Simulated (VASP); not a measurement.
# C (I4_1/amd) in VASP: notebook, part 2 of 2

VASP 6.6.1.

### Step 3. Single point, r2SCAN (uniaxial x strain -3.3%)

POSCAR reads:

```
C
1.0
    0.0000000000      1.7801241411      1.7801241411
    1.7206679948      0.0000000000      1.7801241411
    1.7206679948      1.7801241411      0.0000000000
C
2
Direct
    0.0000000000      0.0000000000      0.0000000000
    0.2500000000      0.2500000000      0.2500000000
```

INCAR.step1 reads:

```
ALGO = Normal ; EDIFF = 1E-4
ENCUT = 520 ; GGA = PE
ISMEAR = 0 ; LASPH = True
LCHARG = False ; LREAL = False
LWAVE = True ; NBANDS = 11
NELM = 80 ; PREC = Accurate
SIGMA = 0.01
```

INCAR.step2 reads:

```
ALGO = Normal ; EDIFF = 1E-7
ENCUT = 520 ; ISIF = 2
ISMEAR = 0 ; ISTART = 1
LASPH = True ; LCHARG = False
LMIXTAU = True ; LREAL = False
LWAVE = False ; METAGGA = R2SCAN
NBANDS = 11 ; NELM = 80
PREC = Accurate ; SIGMA = 0.01
```

KPOINTS reads:

```
k-points
0
Gamma
  12 12 12
```

Potentials or basis: VASP PAW PBE potentials, release 64 (C).

Started as:

```bash
$ cat potpaw_PBE.64/C/POTCAR > POTCAR
$ cp INCAR.step1 INCAR
$ mpirun -np 1 vasp_std > vasp.out
$ cp INCAR.step2 INCAR
$ mpirun -np 1 vasp_std > vasp.out
```

OUTCAR:

```text
EDIFF = 1E-7
   ENCUT = 520
   ISIF = 2
   ISMEAR = 0
   ISTART = 1
   LASPH = True
   LREAL = False
   METAGGA = R2SCAN
   NELM = 80
   PREC = Accurate

 ion  position               nearest neighbor table
   1  0.000  0.000  0.000-   2 1.52   2 1.52   2 1.52   2 1.52
   2  0.250  0.250  0.250-   1 1.52   1 1.52   1 1.52   1 1.52

  LATTYP: Found a body centered tetragonal cell.
 ALAT       =     2.5174757031
 C/A-ratio  =     1.3669788294

  Lattice vectors:

 A1 = (  -1.7206679948,   0.0000000000,  -1.7801241411)
 A2 = (  -1.7206679948,   0.0000000000,   1.7801241411)
 A3 = (   1.7206679948,   1.7801241411,   0.0000000000)

Analysis of symmetry for initial positions (statically):
=====================================================================
 Subroutine PRICEL returns:
 Original cell was already a primitive cell.

 Routine SETGRP: Setting up the symmetry group for a
 body centered tetragonal supercell.

 Subroutine GETGRP returns: Found 16 space group operations
 (whereof  8 operations were pure point group operations)
 out of a pool of 16 trial point group operations.

The static configuration has the point symmetry D_2d.
 The point group associated with its full space group is D_4h.

Analysis of symmetry for dynamics (positions and initial velocities):
=====================================================================
 Subroutine PRICEL returns:
 Original cell was already a primitive cell.

 Routine SETGRP: Setting up the symmetry group for a
 body centered tetragonal supercell.

 Subroutine GETGRP returns: Found 16 space group operations
 (whereof  8 operations were pure point group operations)
 out of a pool of 16 trial point group operations.

The dynamic configuration has the point symmetry D_2d.
 The point group associated with its full space group is D_4h.

 Subroutine INISYM returns: Found 16 space group operations
 (whereof  8 operations are pure point group operations),
 and found     1 'primitive' translations

----------------------------------------------------------------------------------------

                                     Primitive cell

  volume of cell :      10.9050

  direct lattice vectors                    reciprocal lattice vectors
     0.000000000  1.780124141  1.780124141    -0.290584820  0.280879287  0.280879287
     1.720667995  0.000000000  1.780124141     0.290584820 -0.280879287  0.280879287
     1.720667995  1.780124141  0.000000000     0.290584820  0.280879287 -0.280879287

  length of vectors
     2.517475703  2.475790845  2.475790845     0.492164491  0.492164491  0.492164491

  position of ions in fractional coordinates (direct lattice)
     0.000000000  0.000000000  0.000000000
     0.250000000  0.250000000  0.250000000

  ion indices of the primitive-cell ions
   primitive index   ion index
                 1           1
                 2           2

----------------------------------------------------------------------------------------

 KPOINTS: k-points

Automatic generation of k-mesh.
 Grid dimensions read from file:
 generate k-points for:   12   12   12

 Generating k-lattice:

  Cartesian coordinates                     Fractional coordinates (reciprocal lattice)
    -0.024215402  0.023406607  0.023406607     0.083333333  0.000000000  0.000000000
     0.024215402 -0.023406607  0.023406607     0.000000000  0.083333333  0.000000000
     0.024215402  0.023406607 -0.023406607     0.000000000  0.000000000  0.083333333

  Length of vectors
     0.041013708  0.041013708  0.041013708

  Shift w.r.t. Gamma in fractional coordinates (k-lattice)
     0.000000000  0.000000000  0.000000000

 Subroutine IBZKPT returns following result:
 ===========================================

 Found    163 irreducible k-points:

 Following reciprocal coordinates:
            Coordinates               Weight
  0.000000  0.000000  0.000000      1.000000
  0.083333  0.000000  0.000000      8.000000
  0.166667 -0.000000 -0.000000      8.000000
  0.250000  0.000000  0.000000      8.000000
  0.333333  0.000000  0.000000      8.000000
  0.416667 -0.000000 -0.000000      8.000000
[... 16 lines left out ...]
  0.500000  0.166667  0.000000     16.000000
 -0.416667  0.166667  0.000000     16.000000
 [... further k-points ...]
   k-points           NKPTS =    163   k-points in BZ     NKDIM =    163   number of bands    NBANDS=     11
   number of dos      NEDOS =    301   number of ions     NIONS =      2
   total plane-waves  NPLWV =   6480
   dimension x,y,z NGX =    20 NGY =   18 NGZ =   18
   dimension x,y,z NGXF=    40 NGYF=   36 NGZF=   36
   ions per type =               2
   NGX,Y,Z   is equivalent  to a cutoff of  13.21, 12.09, 12.09 a.u.
   NGXF,Y,Z  is equivalent  to a cutoff of  26.41, 24.17, 24.17 a.u.
 SYSTEM =  unknown system
   PREC   = accura    normal or accurate (medium, high low for compatibility)
   ISTART =      1    job   : 0-new  1-cont  2-samecut
   ICHARG =      0    charge: 1-file 2-atom 10-const
   ISPIN  =      1    spin polarized calculation?
   LNONCOLLINEAR =      F non collinear calculations
   LSORBIT =      F    spin-orbit coupling
   LASPH  =      T    aspherical Exc in radial PAW
   ENCUT  =  520.0 eV  38.22 Ry    6.18 a.u.   4.68  4.60  4.60*2*pi/ulx,y,z
   NELM   =     80;   NELMIN=  2; NELMDL=  0     # of ELM steps
   EDIFF  = 0.1E-06   stopping-criterion for ELM
   LREAL  =      F    real-space projection
   EDIFFG = 0.1E-05   stopping-criterion for IOM
   NSW    =      0    number of steps for IOM
   IBRION =     -1    ionic relax: 0-MD 1-quasi-New 2-CG
   NFREE  =      0    steps in history (QN), initial steepest desc. (CG)
   ISIF   =      2    stress and relaxation
   ISYM   =      2    0-nonsym 1-usesym 2-fastsym
   POTIM  = 0.5000    time-step for ionic-motion
   TEBEG  =    0.0;   TEEND  =   0.0 temperature during run
   PSTRESS=    0.0 pullay stress
   NELECT =       8.0000    total number of electrons
   NUPDOWN=      -1.0000    fix difference up-down
   EMIN   =  10.00;   EMAX   =-10.00  energy-range for DOS
   EFERMI =   0.00;   METHOD = LEGACY
   ISMEAR =     0;   SIGMA  =   0.01  broadening in eV -4-tet -1-fermi 0-gaus
   EFERMI_NEDOS =   21; number of points for ismear=-14 and -15
   IALGO  =     38    algorithm
   IMIX   =      4    mixing-type and parameters
     AMIX     =   0.40;   BMIX     =  1.00
     AMIX_MAG =   1.60;   BMIX_MAG =  1.00
  volume/ion in A,a.u.               =       5.45        36.80
  Fermi-wavevector in a.u.,A,eV,Ry     =   1.476485  2.790151 29.660796  2.180007
  Thomas-Fermi vector in A             =   2.591006
   LORBIT       =      0    0 simple, 1 ext, 2 COOP (PROOUT), +10 PAW based schemes
   METAGGA = R2SCAN    functional components
   LHFCALC =     F    Hartree Fock is set to
   AEXX    =    0.0000 exact exchange contribution
   IVDW    =     0    specifies the selected vdW correction
   LEPSILON=     F    determine dielectric tensor
   LRPA    =     F    only Hartree local field effects (RPA)
 non-spin polarized calculation
 Gauss-broadening in eV      SIGMA  =   0.01
  energy-cutoff  :      520.00
  volume of cell :       10.91
 maximum number of plane-waves:       304
   NGX =  9   NGY =  9   NGZ =  9

 number of electron       8.0000000 magnetization

 Free energy of the ion-electron system (eV)
  ---------------------------------------------------
  ext. energy  EPLUGINS =         0.00000000
  ---------------------------------------------------
  free energy    TOTEN  =       -19.60869733 eV

  energy without entropy =      -19.60869733  energy(sigma->0) =      -19.60869733

 E-fermi :  10.7971     XC(G=0): -14.4769

 val. band max:       10.6499668821   @ k =   0.0000   0.0000   0.0000
 cond. band min:      14.1699185162   @ k =   0.0000   0.3333   0.3333
 fundamental gap:      3.5199516341
 Fermi energy:        10.7971470179

 k-point     1 :       0.0000    0.0000    0.0000
  band No.  band energies     occupation
      1     -12.9524      2.00000
      2      10.1191      2.00000
      3      10.1191      2.00000
      4      10.6500      2.00000
      5      15.9440      0.00000
      6      16.4071      0.00000
      7      16.4071      0.00000
      8      25.0541      0.00000
      9      31.2568      0.00000
     10      37.1987      0.00000
     11      38.8881      0.00000
[... 309 lines left out ...]
 k-point    24 :      -0.4167    0.1667    0.0000
  band No.  band energies     occupation
      1      -6.2982      2.00000
      2      -3.3440      2.00000
      3       4.1057      2.00000
      4       6.5320      2.00000
      5      18.6124      0.00000
      6      21.1165      0.00000
      7      22.6060      0.00000
      8      27.2323      0.00000
      9      31.4221      0.00000
     10      36.1279      0.00000
     11      37.0222      0.00000

 [... further k-points ...]
[... 5 lines left out ...]
  --------------------------------------------------------------------------------------
  -------------------------------------------------------------------------------------
  Total        2.7251561      0.4345522      0.4345522     -0.0000000      0.0000000     -0.0000000
  in kB      400.3817796     63.8446984     63.8446984     -0.0000000      0.0000000     -0.0000000
  external PRESSURE =     176.0237255 kB  Pullay stress =       0.0000000 kB

 VOLUME and BASIS-vectors are now :
 -----------------------------------------------------------------------------
  energy-cutoff  :      520.00
  volume of cell :       10.91
      direct lattice vectors                 reciprocal lattice vectors
     0.000000000  1.780124141  1.780124141    -0.290584820  0.280879287  0.280879287
     1.720667995  0.000000000  1.780124141     0.290584820 -0.280879287  0.280879287
     1.720667995  1.780124141  0.000000000     0.290584820  0.280879287 -0.280879287

 POSITION                                       TOTAL-FORCE (eV/Angst)
 -----------------------------------------------------------------------------------
      0.00000      0.00000      0.00000        -0.000000     -0.000000     -0.000000
      0.86033      0.89006      0.89006         0.000000      0.000000      0.000000
 -----------------------------------------------------------------------------------
    total drift:                                0.000000      0.000000      0.000000

  FREE ENERGIE OF THE ION-ELECTRON SYSTEM (eV)
  ---------------------------------------------------
  free  energy   TOTEN  =       -19.6086973301 eV

  energy  without entropy=      -19.6086973301  energy(sigma->0) =      -19.60869733
```

OUTCAR.step1:

```text
EDIFF = 1E-4
   ENCUT = 520
   GGA = PE
   ISMEAR = 0
   LASPH = True
[... 559 lines left out ...]
 -----------------------------------------------------------------------------------
      0.00000      0.00000      0.00000         0.000000      0.000000      0.000000
      0.86033      0.89006      0.89006        -0.000000      0.000000      0.000000
 -----------------------------------------------------------------------------------
    total drift:                                0.000000      0.000000      0.000000

  FREE ENERGIE OF THE ION-ELECTRON SYSTEM (eV)
  ---------------------------------------------------
  free  energy   TOTEN  =       -18.1281292840 eV

  energy  without entropy=      -18.1281292840  energy(sigma->0) =      -18.12812928
```

Run time: 69 s. Hardware: 1 thread of Intel Xeon Platinum 8259CL at 2.50GHz (Skylake/Cascade Lake), shared host; peak memory 0.13 GiB.

Results:

```
Free energy            : -19.6087 eV
Pressure               : 17.6 GPa
Band gap on the k mesh : 3.52 eV, indirect (least direct gap 5.29 eV)
```

Levels at points of the mesh, in eV from the valence-band top:
| k point | band 1 | band 2 | band 3 | band 4 | band 5 | band 6 | band 7 | band 8 |
| --- | --- | --- | --- | --- | --- | --- | --- | --- |
| (0.00, 0.00, 0.00) | -23.60 | -0.53 | -0.53 | 0.00 | 5.29 | 5.76 | 5.76 | 14.40 |
| (0.50, 0.00, 0.00) | -17.42 | -14.85 | -3.76 | -3.12 | 8.37 | 8.53 | 9.81 | 16.74 |
| (0.50, 0.50, 0.00) | -14.42 | -14.42 | -7.07 | -7.07 | 5.03 | 5.03 | 18.02 | 18.02 |
| (0.00, 0.50, 0.50) | -13.85 | -13.85 | -7.62 | -7.62 | 4.17 | 4.17 | 18.27 | 18.27 |

Caveat: the cell differs from its parent crystal (uniaxial x strain -3.3%); the PAW data sets were made with another functional, which shifts forces and pressure a little. A k mesh can miss the band edges.
